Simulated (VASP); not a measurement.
# BaTe (Fm-3m) in VASP: a series of runs

The runs below take BaTe through relaxation of cell and atoms, with PBEsol.

Program: VASP 6.6.1. These are calculated values, not measurements. Logs are shortened: lines on timing, memory, paths and dates and some standing lists are left out, and cuts for length are marked.

## (1) The cell of the first run

The structure is cubic, space group Fm-3m (No. 225). Conventional cell: a = 6.820 Å, b = 6.820 Å, c = 6.820 Å, α = 90.00°, β = 90.00°, γ = 90.00°. Ba (site symmetry m-3m) has 6 Te at 3.41 Å within 4.5 Å. Within 4.5 Å of Te (site symmetry m-3m) lie 6 Ba at 3.41 Å.

## (2) Relaxation of cell and atoms, PBEsol, target pressure 5 GPa, at which the enthalpy is minimised

The input, INCAR:

```
  PREC = Accurate
  ENCUT = 600
  EDIFF = 1E-6
  ISMEAR = -1
  SIGMA = 0.05
  LREAL = F
  LASPH = T
  NELM = 60
  ALGO = Normal
  ISIF = 3
  LWAVE = F
  LCHARG = F
  GGA = PS
  IBRION = 2
  NSW = 80
  EDIFFG = -0.005
  PSTRESS = 50.0
```

The input, KPOINTS:

```
regular mesh
0
Gamma
  7 7 7
```

The input, POSCAR:

```
BaTe
1.0
    0.0000000000      3.4100000000      3.4100000000
    3.4100000000      0.0000000000      3.4100000000
    3.4100000000      3.4100000000      0.0000000000
Ba Te
1 1
Direct
    0.0000000000      0.0000000000      0.0000000000
    0.5000000000      0.5000000000      0.5000000000
```

Potentials or basis: VASP PAW PBE potentials, release 64 (Ba_sv, Te).

Run with:

```
$ cat potpaw_PBE.64/Ba_sv/POTCAR potpaw_PBE.64/Te/POTCAR > POTCAR
$ mpirun -np 1 vasp_std > vasp.out
```

OUTCAR:

```text
PREC = Accurate
   ENCUT = 600
   EDIFF = 1E-6
   ISMEAR = -1
   LREAL = F
   LASPH = T
   NELM = 60
   ISIF = 3
   GGA = PS
   IBRION = 2
   NSW = 80
   EDIFFG = -0.005
   PSTRESS = 50.0

 ion  position               nearest neighbor table
   1  0.000  0.000  0.000-   2 3.41   2 3.41   2 3.41   2 3.41   2 3.41   2 3.41
   2  0.500  0.500  0.500-   1 3.41   1 3.41   1 3.41   1 3.41   1 3.41   1 3.41

  LATTYP: Found a face centered cubic cell.
 ALAT       =     6.8200000000

  Lattice vectors:

 A1 = (   0.0000000000,   3.4100000000,   3.4100000000)
 A2 = (   3.4100000000,   0.0000000000,   3.4100000000)
 A3 = (   3.4100000000,   3.4100000000,   0.0000000000)

Analysis of symmetry for initial positions (statically):
=====================================================================
 Subroutine PRICEL returns:
 Original cell was already a primitive cell.

 Routine SETGRP: Setting up the symmetry group for a
 face centered cubic supercell.

 Subroutine GETGRP returns: Found 48 space group operations
 (whereof 48 operations were pure point group operations)
 out of a pool of 48 trial point group operations.

The static configuration has the point symmetry O_h .

Analysis of symmetry for dynamics (positions and initial velocities):
=====================================================================
 Subroutine PRICEL returns:
 Original cell was already a primitive cell.

 Routine SETGRP: Setting up the symmetry group for a
 face centered cubic supercell.

 Subroutine GETGRP returns: Found 48 space group operations
 (whereof 48 operations were pure point group operations)
 out of a pool of 48 trial point group operations.

The dynamic configuration has the point symmetry O_h .

 Subroutine INISYM returns: Found 48 space group operations
 (whereof 48 operations are pure point group operations),
 and found     1 'primitive' translations

----------------------------------------------------------------------------------------

                                     Primitive cell

  volume of cell :      79.3036

  direct lattice vectors                    reciprocal lattice vectors
     0.000000000  3.410000000  3.410000000    -0.146627566  0.146627566  0.146627566
     3.410000000  0.000000000  3.410000000     0.146627566 -0.146627566  0.146627566
     3.410000000  3.410000000  0.000000000     0.146627566  0.146627566 -0.146627566

  length of vectors
     4.822468248  4.822468248  4.822468248     0.253966394  0.253966394  0.253966394

  position of ions in fractional coordinates (direct lattice)
     0.000000000  0.000000000  0.000000000
     0.500000000  0.500000000  0.500000000

  ion indices of the primitive-cell ions
   primitive index   ion index
                 1           1
                 2           2

----------------------------------------------------------------------------------------

 KPOINTS: regular mesh

Automatic generation of k-mesh.
 Grid dimensions read from file:
 generate k-points for:    7    7    7

 Generating k-lattice:

  Cartesian coordinates                     Fractional coordinates (reciprocal lattice)
    -0.020946795  0.020946795  0.020946795     0.142857143  0.000000000  0.000000000
     0.020946795 -0.020946795  0.020946795     0.000000000  0.142857143  0.000000000
     0.020946795  0.020946795 -0.020946795     0.000000000  0.000000000  0.142857143

  Length of vectors
     0.036280913  0.036280913  0.036280913

  Shift w.r.t. Gamma in fractional coordinates (k-lattice)
     0.000000000  0.000000000  0.000000000

 Subroutine IBZKPT returns following result:
 ===========================================

 Found     20 irreducible k-points:

 Following reciprocal coordinates:
            Coordinates               Weight
  0.000000  0.000000  0.000000      1.000000
  0.142857  0.000000  0.000000      8.000000
  0.285714  0.000000  0.000000      8.000000
  0.428571  0.000000  0.000000      8.000000
  0.142857  0.142857  0.000000      6.000000
  0.285714  0.142857  0.000000     24.000000
[... 12 lines left out ...]
 -0.428571  0.428571  0.142857     24.000000
 -0.285714  0.428571  0.142857     24.000000
   k-points           NKPTS =     20   k-points in BZ     NKDIM =     20   number of bands    NBANDS=     12
   number of dos      NEDOS =    301   number of ions     NIONS =      2
   total plane-waves  NPLWV =  64000
   dimension x,y,z NGX =    40 NGY =   40 NGZ =   40
   dimension x,y,z NGXF=    80 NGYF=   80 NGZF=   80
   ions per type =               1   1
   NGX,Y,Z   is equivalent  to a cutoff of  13.79, 13.79, 13.79 a.u.
   NGXF,Y,Z  is equivalent  to a cutoff of  27.58, 27.58, 27.58 a.u.
 SYSTEM =  unknown system
   PREC   = accura    normal or accurate (medium, high low for compatibility)
   ISTART =      0    job   : 0-new  1-cont  2-samecut
   ICHARG =      2    charge: 1-file 2-atom 10-const
   ISPIN  =      1    spin polarized calculation?
   LNONCOLLINEAR =      F non collinear calculations
   LSORBIT =      F    spin-orbit coupling
   LASPH  =      T    aspherical Exc in radial PAW
   ENCUT  =  600.0 eV  44.10 Ry    6.64 a.u.   9.63  9.63  9.63*2*pi/ulx,y,z
   NELM   =     60;   NELMIN=  2; NELMDL= -5     # of ELM steps
   EDIFF  = 0.1E-05   stopping-criterion for ELM
   LREAL  =      F    real-space projection
   EDIFFG = -.5E-02   stopping-criterion for IOM
   NSW    =     80    number of steps for IOM
   IBRION =      2    ionic relax: 0-MD 1-quasi-New 2-CG
   NFREE  =      1    steps in history (QN), initial steepest desc. (CG)
   ISIF   =      3    stress and relaxation
   ISYM   =      2    0-nonsym 1-usesym 2-fastsym
   POTIM  = 0.5000    time-step for ionic-motion
   TEBEG  =    0.0;   TEEND  =   0.0 temperature during run
   PSTRESS=   50.0 pullay stress
   NELECT =      16.0000    total number of electrons
   NUPDOWN=      -1.0000    fix difference up-down
   EMIN   =  10.00;   EMAX   =-10.00  energy-range for DOS
   EFERMI =   0.00;   METHOD = LEGACY
   ISMEAR =    -1;   SIGMA  =   0.05  broadening in eV -4-tet -1-fermi 0-gaus
   EFERMI_NEDOS =   21; number of points for ismear=-14 and -15
   IALGO  =     38    algorithm
   IMIX   =      4    mixing-type and parameters
     AMIX     =   0.40;   BMIX     =  1.00
     AMIX_MAG =   1.60;   BMIX_MAG =  1.00
  volume/ion in A,a.u.               =      39.65       267.58
  Fermi-wavevector in a.u.,A,eV,Ry     =   0.960175  1.814468 12.543704  0.921936
  Thomas-Fermi vector in A             =   2.089436
   LORBIT       =      0    0 simple, 1 ext, 2 COOP (PROOUT), +10 PAW based schemes
   GGA     = PS    functional components
   LHFCALC =     F    Hartree Fock is set to
   AEXX    =    0.0000 exact exchange contribution
   IVDW    =     0    specifies the selected vdW correction
   LEPSILON=     F    determine dielectric tensor
   LRPA    =     F    only Hartree local field effects (RPA)
 conjugate gradient relaxation of ions
 non-spin polarized calculation
  energy-cutoff  :      600.00
  volume of cell :       79.30
 maximum number of plane-waves:      2685
   NGX = 19   NGY = 19   NGZ = 19

--------------------------------------- Ionic step        1  -------------------------------------------

 number of electron      16.0000000 magnetization

 Free energy of the ion-electron system (eV)
  ---------------------------------------------------
  ext. energy  EPLUGINS =         0.00000000
  ---------------------------------------------------
  free energy    TOTEN  =        -9.15465567 eV

  energy without entropy =       -9.15465558  energy(sigma->0) =       -9.15465563

 E-fermi :   3.2999     XC(G=0):  -8.7285

 val. band max:        2.6698324543   @ k =   0.0000   0.0000   0.0000
 cond. band min:       3.9594162963   @ k =   0.4286   0.4286   0.0000
 fundamental gap:      1.2895838420
 Fermi energy:         3.2999375804

 k-point     1 :       0.0000    0.0000    0.0000
  band No.  band energies     occupation
      1     -24.1233      2.00000
      2      -9.2832      2.00000
      3      -9.2832      2.00000
      4      -9.2832      2.00000
      5      -7.0947      2.00000
      6       2.6698      1.99999
      7       2.6698      1.99999
      8       2.6698      1.99999
      9       5.4685      0.00000
     10       5.4685      0.00000
     11       5.4685      0.00000
     12       5.7366      0.00000

 k-point     2 :       0.1429    0.0000    0.0000
  band No.  band energies     occupation
      1     -24.1194      2.00000
      2      -9.4324      2.00000
      3      -9.2859      2.00000
      4      -9.2859      2.00000
      5      -6.8812      2.00000
      6       1.9506      2.00000
      7       2.3144      2.00000
      8       2.3144      2.00000
      9       5.5219      0.00000
     10       5.7472      0.00000
     11       5.7472      0.00000
     12       6.6318      0.00000
[... 335 lines left out ...]
  FREE ENERGIE OF THE ION-ELECTRON SYSTEM (eV)
  ---------------------------------------------------
  free  energy   TOTEN  =        -8.9464337809 eV

  energy  without entropy=       -8.9464325765  energy(sigma->0) =       -8.94643318

  enthalpy is  TOTEN    =        -6.6969893915 eV   P V=        2.2494443894

--------------------------------------- Ionic step        3  -------------------------------------------

 number of electron      15.9999999 magnetization

 Free energy of the ion-electron system (eV)
  ---------------------------------------------------
  ext. energy  EPLUGINS =         0.00000000
  ---------------------------------------------------
  free energy    TOTEN  =        -9.05759417 eV

  energy without entropy =       -9.05759378  energy(sigma->0) =       -9.05759398

 E-fermi :   3.6206     XC(G=0):  -8.9603

 val. band max:        3.0700252946   @ k =   0.0000   0.0000   0.0000
 cond. band min:       4.2018420365   @ k =   0.4286   0.4286   0.0000
 fundamental gap:      1.1318167419
 Fermi energy:         3.6205728218

 k-point     1 :       0.0000    0.0000    0.0000
  band No.  band energies     occupation
      1     -23.6080      2.00000
      2      -8.7831      2.00000
      3      -8.7831      2.00000
      4      -8.7831      2.00000
      5      -6.8388      2.00000
      6       3.0700      1.99997
      7       3.0700      1.99997
      8       3.0700      1.99997
      9       5.8021      0.00000
     10       5.8021      0.00000
     11       5.8021      0.00000
     12       6.3763      0.00000

 k-point     2 :       0.1429    0.0000    0.0000
  band No.  band energies     occupation
      1     -23.6027      2.00000
      2      -8.9853      2.00000
      3      -8.7861      2.00000
      4      -8.7861      2.00000
      5      -6.5650      2.00000
      6       2.3050      2.00000
      7       2.6691      2.00000
      8       2.6691      2.00000
      9       5.8841      0.00000
     10       6.0992      0.00000
     11       6.0992      0.00000
     12       7.3261      0.00000
[... 290 lines left out ...]
 POSITION                                       TOTAL-FORCE (eV/Angst)
 -----------------------------------------------------------------------------------
     -0.00000      0.00000      0.00000         0.000000     -0.000000     -0.000000
      3.34728      3.34728      3.34728        -0.000000      0.000000      0.000000
 -----------------------------------------------------------------------------------
    total drift:                                0.000000     -0.000000     -0.000000

  FREE ENERGIE OF THE ION-ELECTRON SYSTEM (eV)
  ---------------------------------------------------
  free  energy   TOTEN  =        -9.0575941707 eV

  energy  without entropy=       -9.0575937803  energy(sigma->0) =       -9.05759398

  enthalpy is  TOTEN    =        -6.7167806548 eV   P V=        2.3408135159

 reached required accuracy - stopping structural energy minimisation
```

Wall time 92 s (1 thread of Intel Xeon 8259CL, shared host); peak memory 0.25 GiB.

Results:

```yaml
Free_energy: -9.0576 eV
Relaxed_volume: 37.50 Å³/atom
Relaxed_cell: a = 4.734 Å, b = 4.734 Å, c = 4.734 Å, α = 60.00°, β = 60.00°, γ = 60.00°
Space_group_after_relaxing_to_0.1_Å: Fm-3m (No. 225)
Energy_change_on_relaxing_the_run_minimises_the_enthalpy: +48.5 meV/atom
Ionic_steps: 3
Pressure_after_relaxing: 5.0 GPa
Band_gap_on_the_k_mesh: 1.13 eV (least direct gap 1.51 eV)
```

The path:
```csv
step,energy change (eV),largest force (eV/Å),pressure (GPa),volume (Å³)
1,0.0000,0.0000,2.38,79.30
2,0.2082,0.0000,7.25,72.08
3,0.0971,0.0000,4.99,75.01
```

Final structure:
```cif
data_structure
_symmetry_space_group_name_H-M 'P 1'
_symmetry_Int_Tables_number 1
_cell_length_a 4.7338
_cell_length_b 4.7338
_cell_length_c 4.7338
_cell_angle_alpha 60.000
_cell_angle_beta 60.000
_cell_angle_gamma 60.000
_cell_volume 75.01
loop_
_atom_site_label
_atom_site_type_symbol
_atom_site_fract_x
_atom_site_fract_y
_atom_site_fract_z
_atom_site_occupancy
Ba1 Ba 0.00000 0.00000 0.00000 1
Te1 Te 0.50000 0.50000 0.50000 1
```

Caveat: the cell is relaxed towards a set pressure, so the run minimises the enthalpy, not the energy; the PAW data sets were made with another functional, which shifts forces and pressure a little; spin-orbit coupling is left out, which moves the levels of the heavy elements; an odd mesh through Γ misses points on the zone boundary, where band edges can lie. Expect the measured gap to be larger: semilocal functionals such as PBEsol lack the derivative discontinuity.

## (3) Relaxation of cell and atoms, PBEsol, target pressure 10 GPa, at which the enthalpy is minimised

The input, INCAR:

```
SYSTEM = BaTe
PREC = Accurate ; ENCUT = 600
EDIFF = 1E-6 ; ISMEAR = -1
SIGMA = 0.05 ; LREAL = .False.
LASPH = .True. ; NELM = 80
ALGO = Normal ; ISIF = 3
LWAVE = .False. ; LCHARG = .False.
GGA = PS ; IBRION = 2
NSW = 80 ; EDIFFG = -0.005
PSTRESS = 100.0
```

The input, KPOINTS:

```
Automatic mesh
0
Gamma
  7 7 7
  0 0 0
```

POSCAR is that of step 2.

Potentials or basis: VASP PAW PBE potentials, release 64 (Ba_sv, Te).

Run with:

```
$ cat potpaw_PBE.64/Ba_sv/POTCAR potpaw_PBE.64/Te/POTCAR > POTCAR
$ mpirun -np 1 vasp_std > vasp.out
```

It took 3.1 min on 1 thread of Intel Xeon 8259CL, shared host; peak memory 0.26 GiB.

The run converged. Its results:

* Free energy: -8.7893 eV
* Relaxed volume: 34.57 Å³/atom
* Relaxed cell: a = 4.607 Å, b = 4.607 Å, c = 4.607 Å, α = 60.00°, β = 60.00°, γ = 60.00°
* Space group after relaxing (to 0.1 Å): Fm-3m (No. 225)
* Energy change on relaxing (the run minimises the enthalpy): +182.7 meV/atom
* Ionic steps: 7
* Pressure after relaxing: 10.0 GPa
* Band gap on the k mesh: 0.87 eV (least direct gap 1.22 eV)

The path:
```
step  energy change (eV)  largest force (eV/Å)  pressure (GPa)  volume (Å³)
   1              0.0000                0.0000            2.38        79.30
   2              1.3364                0.0000           23.99        59.56
   3              0.3475                0.0000            9.70        69.44
   4              0.3629                0.0000            9.96        69.19
   5              0.3750                0.0000           10.16        68.99
   6              0.3557                0.0000            9.84        69.30
   7              0.3654                0.0000           10.00        69.15
```

Final structure:
```yaml
crystal:
  lattice:
    - [0.00000, 3.25770, 3.25770]
    - [3.25770, 0.00000, 3.25770]
    - [3.25770, 3.25770, 0.00000]
  atoms:
    - { symbol: Ba, position: [0.00000, 0.00000, 0.00000] }
    - { symbol: Te, position: [0.50000, 0.50000, 0.50000] }
```

Levels at points of the mesh, in eV from the valence-band top:
```
           k point  band 6  band 7  band 8  band 9  band 10  band 11
(0.00, 0.00, 0.00)    0.00    0.00    0.00    2.61     2.61     2.61
```

Caveat: the cell is relaxed towards a set pressure, so the run minimises the enthalpy, not the energy; the PAW data sets were made with another functional, which shifts forces and pressure a little; spin-orbit coupling is left out, which moves the levels of the heavy elements; an odd mesh through Γ misses points on the zone boundary, where band edges can lie.
